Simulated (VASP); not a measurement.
# LiSb3 (Pm-3m) in VASP: further runs

The runs below take LiSb3 through single point, relaxation of cell and atoms, with PBE.

All numbers are computed with VASP 6.6.1; they aren't measurements. Logs are shortened: lines on timing, memory, paths and dates and some standing lists are left out, and cuts for length are marked.

### 1 The cell of the first run

Symmetry: Pm-3m, No. 221, cubic system. Conventional cell: a = 4.681 Å, b = 4.681 Å, c = 4.681 Å, α = 90.00°, β = 90.00°, γ = 90.00°. Within 4.4 Å of Li (site symmetry m-3m) lie 12 Sb at 3.31 Å. Within 4.4 Å of Sb (site symmetry 4/mmm) lie 4 Li at 3.31 Å and 8 Sb at 3.31 Å.

### 2 Single point, PBE

Contents of INCAR:

```
SYSTEM = LiSb3
  ALGO = Normal
  EDIFF = 1E-6
  ENCUT = 520
  GGA = PE
  ISIF = 2
  ISMEAR = 0
  LASPH = .TRUE.
  LCHARG = .FALSE.
  LREAL = .FALSE.
  LWAVE = .FALSE.
  NBANDS = 17
  NELM = 100
  PREC = Accurate
  SIGMA = 0.1
```

Contents of KPOINTS:

```
k-points
0
G
  4 4 4
  0 0 0
```

Contents of POSCAR:

```
LiSb3
1.0
    4.6810210000      0.0000000000      0.0000000000
    0.0000000000      4.6810210000      0.0000000000
    0.0000000000      0.0000000000      4.6810210000
Li Sb
1 3
Direct
    0.0000000000      0.0000000000      0.0000000000
    0.5000000000      0.0000000000      0.5000000000
    0.0000000000      0.5000000000      0.5000000000
    0.5000000000      0.5000000000      0.0000000000
```

Potentials or basis: VASP PAW PBE potentials, release 64 (Li_sv, Sb).

The run is started by

```sh
> cat potpaw_PBE.64/Li_sv/POTCAR potpaw_PBE.64/Sb/POTCAR > POTCAR
> mpirun -np 1 vasp_std > vasp.out
```

OUTCAR:

```text
SYSTEM = LiSb3
   EDIFF = 1E-6
   ENCUT = 520
   GGA = PE
   ISIF = 2
   ISMEAR = 0
   LASPH = .TRUE.
   LREAL = .FALSE.
   NELM = 100
   PREC = Accurate

 ion  position               nearest neighbor table
   1  0.000  0.000  0.000-
   2  0.500  0.000  0.500-   3 3.31   4 3.31   4 3.31   3 3.31   4 3.31   4 3.31   3 3.31   3 3.31

   3  0.000  0.500  0.500-   2 3.31   4 3.31   4 3.31   2 3.31   2 3.31   4 3.31   4 3.31   2 3.31

   4  0.500  0.500  0.000-   2 3.31   3 3.31   2 3.31   3 3.31   2 3.31   2 3.31   3 3.31   3 3.31

  LATTYP: Found a simple cubic cell.
 ALAT       =     4.6810210000

  Lattice vectors:

 A1 = (   4.6810210000,   0.0000000000,   0.0000000000)
 A2 = (   0.0000000000,   4.6810210000,   0.0000000000)
 A3 = (   0.0000000000,   0.0000000000,   4.6810210000)

Analysis of symmetry for initial positions (statically):
=====================================================================
 Subroutine PRICEL returns:
 Original cell was already a primitive cell.

 Routine SETGRP: Setting up the symmetry group for a
 simple cubic supercell.

 Subroutine GETGRP returns: Found 48 space group operations
 (whereof 48 operations were pure point group operations)
 out of a pool of 48 trial point group operations.

The static configuration has the point symmetry O_h .

Analysis of symmetry for dynamics (positions and initial velocities):
=====================================================================
 Subroutine PRICEL returns:
 Original cell was already a primitive cell.

 Routine SETGRP: Setting up the symmetry group for a
 simple cubic supercell.

 Subroutine GETGRP returns: Found 48 space group operations
 (whereof 48 operations were pure point group operations)
 out of a pool of 48 trial point group operations.

The dynamic configuration has the point symmetry O_h .

 Subroutine INISYM returns: Found 48 space group operations
 (whereof 48 operations are pure point group operations),
 and found     1 'primitive' translations

----------------------------------------------------------------------------------------

                                     Primitive cell

  volume of cell :     102.5703

[... 67 lines left out ...]
 SYSTEM =  LiSb3
   PREC   = accura    normal or accurate (medium, high low for compatibility)
   ISTART =      0    job   : 0-new  1-cont  2-samecut
   ICHARG =      2    charge: 1-file 2-atom 10-const
   ISPIN  =      1    spin polarized calculation?
   LNONCOLLINEAR =      F non collinear calculations
   LSORBIT =      F    spin-orbit coupling
   LASPH  =      T    aspherical Exc in radial PAW
   ENCUT  =  520.0 eV  38.22 Ry    6.18 a.u.   8.70  8.70  8.70*2*pi/ulx,y,z
   NELM   =    100;   NELMIN=  2; NELMDL= -5     # of ELM steps
   EDIFF  = 0.1E-05   stopping-criterion for ELM
   LREAL  =      F    real-space projection
[... 7 lines left out ...]
   TEBEG  =    0.0;   TEEND  =   0.0 temperature during run
   PSTRESS=    0.0 pullay stress
   NELECT =      18.0000    total number of electrons
   NUPDOWN=      -1.0000    fix difference up-down
   EMIN   =  10.00;   EMAX   =-10.00  energy-range for DOS
   EFERMI =   0.00;   METHOD = LEGACY
   ISMEAR =     0;   SIGMA  =   0.10  broadening in eV -4-tet -1-fermi 0-gaus
   EFERMI_NEDOS =   21; number of points for ismear=-14 and -15
   IALGO  =     38    algorithm
   IMIX   =      4    mixing-type and parameters
     AMIX     =   0.40;   BMIX     =  1.00
     AMIX_MAG =   1.60;   BMIX_MAG =  1.00
  volume/ion in A,a.u.               =      25.64       173.04
  Fermi-wavevector in a.u.,A,eV,Ry     =   0.916555  1.732037 11.429882  0.840073
  Thomas-Fermi vector in A             =   2.041423
   LORBIT       =      0    0 simple, 1 ext, 2 COOP (PROOUT), +10 PAW based schemes
   GGA     = PE    functional components
   LHFCALC =     F    Hartree Fock is set to
   AEXX    =    0.0000 exact exchange contribution
   IVDW    =     0    specifies the selected vdW correction
   LEPSILON=     F    determine dielectric tensor
   LRPA    =     F    only Hartree local field effects (RPA)
 non-spin polarized calculation
 Gauss-broadening in eV      SIGMA  =   0.10
  energy-cutoff  :      520.00
  volume of cell :      102.57
 maximum number of plane-waves:      2800
 NGX is ok and might be reduce to    36
   NGX = 17   NGY = 17   NGZ = 17

 number of electron      17.9999990 magnetization

 Free energy of the ion-electron system (eV)
  ---------------------------------------------------
  ext. energy  EPLUGINS =         0.00000000
  ---------------------------------------------------
  free energy    TOTEN  =       -14.42554241 eV

  energy without entropy =      -14.40864603  energy(sigma->0) =      -14.41709422

 E-fermi :   6.7372     XC(G=0):  -9.4953

 val. band max:        6.7034812311   @ k =   0.2500   0.0000   0.0000
 cond. band min:       6.8758254464   @ k =   0.5000   0.2500   0.2500
 fundamental gap:      0.1723442153
 Fermi energy:         6.7371855190

 k-point     1 :       0.0000    0.0000    0.0000
  band No.  band energies     occupation
      1     -40.5821      2.00000
      2      -5.3720      2.00000
      3      -0.3899      2.00000
      4      -0.3899      2.00000
      5       2.6989      2.00000
      6       2.6989      2.00000
[... 177 lines left out ...]
      4      -2.1735      2.00000
      5       0.7834      2.00000
      6       2.2582      2.00000
[... 9 lines left out ...]
     16      14.9560      0.00000
     17      14.9560      0.00000

------------------------ aborting loop because EDIFF is reached ----------------------------------------

  FORCE on cell =-STRESS in cart. coord.  units (eV):
  Direction    XX          YY          ZZ          XY          YZ          ZX
  --------------------------------------------------------------------------------------
  -------------------------------------------------------------------------------------
  Total       -0.1172503     -0.1172503     -0.1172503      0.0000000      0.0000000     -0.0000000
  in kB       -1.8314832     -1.8314832     -1.8314832      0.0000000      0.0000000     -0.0000000
  external PRESSURE =      -1.8314832 kB  Pullay stress =       0.0000000 kB

 VOLUME and BASIS-vectors are now :
 -----------------------------------------------------------------------------
  energy-cutoff  :      520.00
  volume of cell :      102.57
      direct lattice vectors                 reciprocal lattice vectors
     4.681021000  0.000000000  0.000000000     0.213628608  0.000000000  0.000000000
     0.000000000  4.681021000  0.000000000     0.000000000  0.213628608  0.000000000
     0.000000000  0.000000000  4.681021000     0.000000000  0.000000000  0.213628608

 POSITION                                       TOTAL-FORCE (eV/Angst)
 -----------------------------------------------------------------------------------
      0.00000      0.00000      0.00000         0.000000      0.000000      0.000000
      2.34051      0.00000      2.34051         0.000000      0.000000      0.000000
      0.00000      2.34051      2.34051         0.000000      0.000000      0.000000
      2.34051      2.34051      0.00000         0.000000      0.000000      0.000000
 -----------------------------------------------------------------------------------
    total drift:                               -0.000000      0.000000      0.000000

  FREE ENERGIE OF THE ION-ELECTRON SYSTEM (eV)
  ---------------------------------------------------
  free  energy   TOTEN  =       -14.4255424105 eV

  energy  without entropy=      -14.4086460345  energy(sigma->0) =      -14.41709422
```

OSZICAR:

```text
N       E                     dE             d eps       ncg     rms          rms(c)
DAV:   1     0.678244996474E+02    0.67824E+02   -0.56757E+03   340   0.891E+02
DAV:   2    -0.998636998351E+01   -0.77811E+02   -0.73371E+02   450   0.158E+02
DAV:   3    -0.142885504177E+02   -0.43022E+01   -0.42593E+01   474   0.364E+01
DAV:   4    -0.144690033679E+02   -0.18045E+00   -0.18004E+00   509   0.652E+00
DAV:   5    -0.144707950584E+02   -0.17917E-02   -0.17916E-02   482   0.669E-01    0.327E+00
DAV:   6    -0.144359974339E+02    0.34798E-01   -0.27222E-02   390   0.809E-01    0.191E+00
DAV:   7    -0.144259429701E+02    0.10054E-01   -0.32930E-02   404   0.878E-01    0.131E-01
DAV:   8    -0.144255451234E+02    0.39785E-03   -0.42769E-03   473   0.355E-01    0.499E-02
DAV:   9    -0.144255465026E+02   -0.13792E-05   -0.17117E-04   429   0.762E-02    0.365E-02
DAV:  10    -0.144255433132E+02    0.31894E-05   -0.14814E-05   549   0.234E-02    0.343E-03
DAV:  11    -0.144255424105E+02    0.90271E-06   -0.88228E-07   365   0.518E-03
   1 F= -.14425542E+02 E0= -.14417094E+02  d E =-.168964E-01
```

stdout:

```text
POSCAR found type information on POSCAR LiSb
 POSCAR found :  2 types and       4 ions
 scaLAPACK will be used
 LDA part: xc-table for (Slater+PW92), standard interpolation
 POSCAR, INCAR and KPOINTS ok, starting setup
 FFT: planning ... GRIDC
 FFT: planning ... GRID_SOFT
 FFT: planning ... GRID
 WAVECAR not read
 entering main loop
```

Run time: 17 s. Hardware: 1 thread of Intel Xeon 8259CL, shared host; peak memory 0.21 GiB.

What came out:

```
Free energy            : -14.4255 eV
Band gap on the k mesh : zero (bands 9 and 10 overlap by 2.28 eV)
```

Caveat: the cutoff is under 1.25 times the usual one of these potentials, so pressure, stress and relaxed cells hold a basis-set (Pulay) error; spin-orbit coupling is left out, which moves the levels of the heavy elements.

### 3 Single point, PBE

This run uses another cell than the first one, of 25.71 Å³/atom.

Contents of INCAR:

```
ALGO = Normal
EDIFF = 1E-7
ENCUT = 520
GGA = PE
ISIF = 2
ISMEAR = 0
LASPH = T
LCHARG = T
LELF = T
LREAL = F
LVHAR = T
LWAVE = F
NBANDS = 17
NELM = 60
PREC = Accurate
SIGMA = 0.1
```

Contents of KPOINTS:

```
k-points
0
Gamma
  10 10 10
```

Contents of POSCAR:

```
LiSb3
1.0
    4.6852084160      0.0000000000      0.0000000000
    0.0000000000      4.6852084160      0.0000000000
    0.0000000000      0.0000000000      4.6852084160
Li Sb
1 3
Direct
    0.0000000000      0.0000000000      0.0000000000
    0.5000000000      0.0000000000      0.5000000000
    0.0000000000      0.5000000000      0.5000000000
    0.5000000000      0.5000000000      0.0000000000
```

Potentials or basis: VASP PAW PBE potentials, release 64 (Li_sv, Sb).

The run is started by

```sh
> cat potpaw_PBE.64/Li_sv/POTCAR potpaw_PBE.64/Sb/POTCAR > POTCAR
> mpirun -np 1 vasp_std > vasp.out
```

Wall time 82 s (1 thread of Intel Xeon 8259CL, shared host); peak memory 0.25 GiB.

It converged, with:

```
Free energy            : -14.5030 eV
Band gap on the k mesh : zero (bands 9 and 10 overlap by 2.26 eV)
```

Levels at points of the mesh, in eV from the Fermi level:
| k point | band 6 | band 7 | band 8 | band 9 | band 10 | band 11 | band 12 | band 13 |
| --- | --- | --- | --- | --- | --- | --- | --- | --- |
| (0.00, 0.00, 0.00) | -4.18 | -4.18 | 0.80 | 0.80 | 0.80 | 0.80 | 2.62 | 2.62 |
| (0.50, 0.00, 0.00) | -3.03 | -1.56 | -1.56 | -1.25 | -1.03 | -0.65 | 2.52 | 2.52 |
| (0.50, 0.50, 0.00) | -2.43 | -1.37 | -1.03 | -1.03 | -0.93 | -0.93 | 2.78 | 3.69 |
| (0.50, 0.50, 0.50) | -4.67 | -4.67 | -4.67 | 0.44 | 3.95 | 3.95 | 4.30 | 4.30 |

Caveat: the cutoff is under 1.25 times the usual one of these potentials, so pressure, stress and relaxed cells hold a basis-set (Pulay) error; spin-orbit coupling is left out, which moves the levels of the heavy elements.

(Part 1 of 2 ends here.)
